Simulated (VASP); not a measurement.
# TePb (Pm-3m) in VASP: notebook, part 2 of 2

VASP 6.6.1. Earlier steps stand in the parts before.

## Step 3: Single point, PBE+D3(BJ)

This run uses another cell than the first one, of 30.47 Å³/atom, 1.067 times its volume.

Contents of INCAR:

```
SYSTEM = TePb
PREC = Accurate
ENCUT = 520
EDIFF = 1E-7
ISMEAR = 0
SIGMA = 0.05
LREAL = .FALSE.
LASPH = .TRUE.
NELM = 60
ALGO = Normal
ISIF = 2
LWAVE = .FALSE.
LCHARG = .FALSE.
GGA = PE
IVDW = 12
NBANDS = 17
```

Contents of KPOINTS:

```
Automatic mesh
0
G
  8 8 8
  0 0 0
```

Contents of POSCAR:

```
TePb
1.0
    3.9352514012      0.0000000000      0.0000000000
    0.0000000000      3.9352514012      0.0000000000
    0.0000000000      0.0000000000      3.9352514012
Te Pb
1 1
Direct
    0.5000000000      0.5000000000      0.5000000000
    0.0000000000      0.0000000000      0.0000000000
```

Potentials or basis: VASP PAW PBE potentials, release 64 (Te, Pb_d).

Command:

```
$ cat potpaw_PBE.64/Te/POTCAR potpaw_PBE.64/Pb_d/POTCAR > POTCAR
$ mpirun -np 1 vasp_std > vasp.out
```

OUTCAR:

```text
SYSTEM = TePb
   PREC = Accurate
   ENCUT = 520
   EDIFF = 1E-7
   ISMEAR = 0
   LREAL = .FALSE.
   LASPH = .TRUE.
   NELM = 60
   ISIF = 2
   GGA = PE
   IVDW = 12
 IVDW          = 12

 ion  position               nearest neighbor table
   1  0.500  0.500  0.500-   2 3.41   2 3.41   2 3.41   2 3.41   2 3.41   2 3.41   2 3.41   2 3.41

   2  0.000  0.000  0.000-   1 3.41   1 3.41   1 3.41   1 3.41   1 3.41   1 3.41   1 3.41   1 3.41

  LATTYP: Found a simple cubic cell.
 ALAT       =     3.9352514012

  Lattice vectors:

 A1 = (   3.9352514012,   0.0000000000,   0.0000000000)
 A2 = (   0.0000000000,   3.9352514012,   0.0000000000)
 A3 = (   0.0000000000,   0.0000000000,   3.9352514012)

Analysis of symmetry for initial positions (statically):
=====================================================================
 Subroutine PRICEL returns:
 Original cell was already a primitive cell.

 Routine SETGRP: Setting up the symmetry group for a
 simple cubic supercell.

 Subroutine GETGRP returns: Found 48 space group operations
 (whereof 48 operations were pure point group operations)
 out of a pool of 48 trial point group operations.

The static configuration has the point symmetry O_h .

Analysis of symmetry for dynamics (positions and initial velocities):
=====================================================================
 Subroutine PRICEL returns:
 Original cell was already a primitive cell.

 Routine SETGRP: Setting up the symmetry group for a
 simple cubic supercell.

 Subroutine GETGRP returns: Found 48 space group operations
 (whereof 48 operations were pure point group operations)
 out of a pool of 48 trial point group operations.

The dynamic configuration has the point symmetry O_h .

 Subroutine INISYM returns: Found 48 space group operations
 (whereof 48 operations are pure point group operations),
 and found     1 'primitive' translations

----------------------------------------------------------------------------------------
[... 113 lines left out ...]
     AMIX_MAG =   1.60;   BMIX_MAG =  1.00
  volume/ion in A,a.u.               =      30.47       205.63
  Fermi-wavevector in a.u.,A,eV,Ry     =   1.129221  2.133919 17.349339  1.275140
  Thomas-Fermi vector in A             =   2.265914
   LORBIT       =      0    0 simple, 1 ext, 2 COOP (PROOUT), +10 PAW based schemes
   GGA     = PE    functional components
   LHFCALC =     F    Hartree Fock is set to
   AEXX    =    0.0000 exact exchange contribution
   IVDW    =    12    specifies the selected vdW correction
   LEPSILON=     F    determine dielectric tensor
   LRPA    =     F    only Hartree local field effects (RPA)
 non-spin polarized calculation
 Gauss-broadening in eV      SIGMA  =   0.05
  energy-cutoff  :      520.00
  volume of cell :       60.94
 maximum number of plane-waves:      1667
 NGX is ok and might be reduce to    30
   NGX = 15   NGY = 15   NGZ = 15

 number of electron      19.9999994 magnetization

 Free energy of the ion-electron system (eV)
  ---------------------------------------------------
  ext. energy  EPLUGINS =         0.00000000
  ---------------------------------------------------
  free energy    TOTEN  =        -7.04408004 eV

  energy without entropy =       -7.04086064  energy(sigma->0) =       -7.04247034

 E-fermi :   6.9846     XC(G=0):  -9.9179

 val. band max:        6.9796533501   @ k =   0.2500   0.1250   0.1250
 cond. band min:       7.0038479829   @ k =   0.5000   0.2500   0.0000
 fundamental gap:      0.0241946327
 Fermi energy:         6.9846452917

 k-point     1 :       0.0000    0.0000    0.0000
  band No.  band energies     occupation
      1     -10.1726      2.00000
      2     -10.1726      2.00000
      3     -10.0752      2.00000
      4     -10.0752      2.00000
      5     -10.0752      2.00000
      6      -5.5254      2.00000
[... 457 lines left out ...]
      4     -10.1015      2.00000
      5     -10.0490      2.00000
      6      -3.3038      2.00000
[... 9 lines left out ...]
     16      16.1372      0.00000
     17      16.9735      0.00000

 [... further k-points ...]

------------------------ aborting loop because EDIFF is reached ----------------------------------------

 Edisp (eV)   -0.88522

 E8    (eV) :    -0.4259

  FORCE on cell =-STRESS in cart. coord.  units (eV):
  Direction    XX          YY          ZZ          XY          YZ          ZX
  --------------------------------------------------------------------------------------
  -------------------------------------------------------------------------------------
  Total      -0.05858    -0.05858    -0.05858    -0.00000    -0.00000    -0.00000
  in kB      -1.53995    -1.53995    -1.53995    -0.00000    -0.00000    -0.00000
  external pressure =       -1.54 kB  Pullay stress =        0.00 kB

 VOLUME and BASIS-vectors are now :
 -----------------------------------------------------------------------------
  energy-cutoff  :      520.00
  volume of cell :       60.94
      direct lattice vectors                 reciprocal lattice vectors
     3.935251401  0.000000000  0.000000000     0.254113371  0.000000000  0.000000000
     0.000000000  3.935251401  0.000000000     0.000000000  0.254113371  0.000000000
     0.000000000  0.000000000  3.935251401     0.000000000  0.000000000  0.254113371

 POSITION                                       TOTAL-FORCE (eV/Angst)
 -----------------------------------------------------------------------------------
      1.96763      1.96763      1.96763         0.000000      0.000000      0.000000
      0.00000      0.00000      0.00000         0.000000      0.000000      0.000000
 -----------------------------------------------------------------------------------
    total drift:                               -0.000000     -0.000000     -0.000000

  FREE ENERGIE OF THE ION-ELECTRON SYSTEM (eV)
  ---------------------------------------------------
  free  energy   TOTEN  =        -7.9292958087 eV

  energy  without entropy=       -7.9260764068  energy(sigma->0) =       -7.92768611
```

OSZICAR:

```text
N       E                     dE             d eps       ncg     rms          rms(c)
DAV:   1     0.154132272532E+03    0.15413E+03   -0.92997E+03  1190   0.116E+03
DAV:   2     0.292558488260E+01   -0.15121E+03   -0.14728E+03  1274   0.302E+02
DAV:   3    -0.695630039941E+01   -0.98819E+01   -0.97205E+01  1581   0.830E+01
DAV:   4    -0.720538945061E+01   -0.24909E+00   -0.24893E+00  1566   0.142E+01
DAV:   5    -0.721513612886E+01   -0.97467E-02   -0.97464E-02  1658   0.256E+00    0.392E+00
DAV:   6    -0.704718798109E+01    0.16795E+00   -0.37804E-01  1655   0.431E+00    0.251E+00
DAV:   7    -0.704473318599E+01    0.24548E-02   -0.63174E-02  1538   0.119E+00    0.112E+00
DAV:   8    -0.704597650744E+01   -0.12433E-02   -0.19056E-02  1524   0.111E+00    0.213E-01
DAV:   9    -0.704437127169E+01    0.16052E-02   -0.11413E-02  1703   0.715E-01    0.828E-02
DAV:  10    -0.704406935379E+01    0.30192E-03   -0.97683E-04  1564   0.227E-01    0.315E-02
DAV:  11    -0.704408548669E+01   -0.16133E-04   -0.14971E-04  1401   0.707E-02    0.233E-02
DAV:  12    -0.704408317743E+01    0.23093E-05   -0.61224E-06  1508   0.129E-02    0.223E-02
DAV:  13    -0.704408003857E+01    0.31389E-05   -0.72999E-06  1590   0.170E-02    0.794E-03
DAV:  14    -0.704408003910E+01   -0.52364E-09   -0.94693E-07  1401   0.485E-03
   1 F= -.79292958E+01 E0= -.79276861E+01  d E =-.321940E-02
```

It took 24 s on 1 thread of AMD EPYC 7R13 (Zen 3), shared host; peak memory 0.17 GiB.

What came out:

| Quantity | Value |
| --- | --- |
| Free energy | -7.9293 eV |
| Pressure | -0.2 GPa |
| Band gap on the k mesh | zero (band 10 reaches 7.21 eV, above the bottom of band 11 at 5.79 eV) |
| Dispersion energy per atom | -0.443 eV |

Caveat: spin-orbit coupling is left out, which moves the levels of the heavy elements; pairwise dispersion overbinds metals, which lowers pressure and volume.

## Step 4: Single point, PBE+D3(BJ)

This run uses another cell than the first one, of 31.73 Å³/atom, 1.111 times its volume.

Contents of INCAR:

```
SYSTEM = TePb
PREC = Accurate
ENCUT = 520
EDIFF = 1E-7
ISMEAR = 0
SIGMA = 0.05
LREAL = .False.
LASPH = .True.
NELM = 100
ALGO = Normal
ISIF = 2
LWAVE = .False.
LCHARG = .False.
GGA = PE
IVDW = 12
NBANDS = 17
```

Contents of KPOINTS:

```
regular mesh
0
Gamma
  8 8 8
  0 0 0
```

Contents of POSCAR:

```
TePb
1.0
    3.9885984184      0.0000000000      0.0000000000
    0.0000000000      3.9885984184      0.0000000000
    0.0000000000      0.0000000000      3.9885984184
Te Pb
1 1
Direct
    0.5000000000      0.5000000000      0.5000000000
    0.0000000000      0.0000000000      0.0000000000
```

Command:

```
$ cat potpaw_PBE.64/Te/POTCAR potpaw_PBE.64/Pb_d/POTCAR > POTCAR
$ mpirun -np 1 vasp_std > vasp.out
```

Wall time 23 s (1 thread of AMD EPYC 7R13 (Zen 3), shared host); peak memory 0.17 GiB.

It converged, with:

* Free energy: -7.9163 eV
* Pressure: -1.5 GPa
* Band gap on the k mesh: zero (band 10 reaches 6.74 eV, above the bottom of band 11 at 5.43 eV)
* Dispersion energy per atom: -0.426 eV

Levels at points of the mesh, in eV from the Fermi level:
```
           k point  band 6  band 7  band 8  band 9  band 10  band 11  band 12  band 13  band 14  band 15
(0.00, 0.00, 0.00)  -12.24   -6.77   -1.60   -1.60    -1.60     3.98     3.98     5.29     5.29     5.29
(0.50, 0.00, 0.00)  -10.87   -9.12   -0.77   -0.16    -0.16     0.18     2.31     2.31     5.31     6.79
(0.50, 0.50, 0.00)  -10.12   -7.95   -4.46   -4.46     0.22     3.52     3.72     3.72     6.02     6.89
(0.50, 0.50, 0.50)   -9.73   -7.19   -2.51   -2.51    -2.51    -1.09    -1.09    -1.09    13.65    13.65
```

Caveat: spin-orbit coupling is left out, which moves the levels of the heavy elements; pairwise dispersion overbinds metals, which lowers pressure and volume.

## Step 5: Overview

| cell | gap on the mesh (eV) | pressure (GPa) |
| --- | --- | --- |
| a = 3.851 Å, 2 atoms | none | 2.9 |
| a = 3.935 Å, 2 atoms | none | -0.2 |
| a = 3.989 Å, 2 atoms | none | -1.5 |

Alike in all rows: task single point; level PBE+D3(BJ); potentials or basis VASP PAW PBE potentials, release 64 (Te, Pb_d); no spin polarisation; k mesh 8 × 8 × 8; cutoff (eV) 520; smearing gaussian 0.05 eV.

Caveats: spin-orbit coupling is left out, which moves the levels of the heavy elements; pairwise dispersion overbinds metals, which lowers pressure and volume.

Total energies depend on the potentials used, so only differences within one code and one set of settings carry meaning.
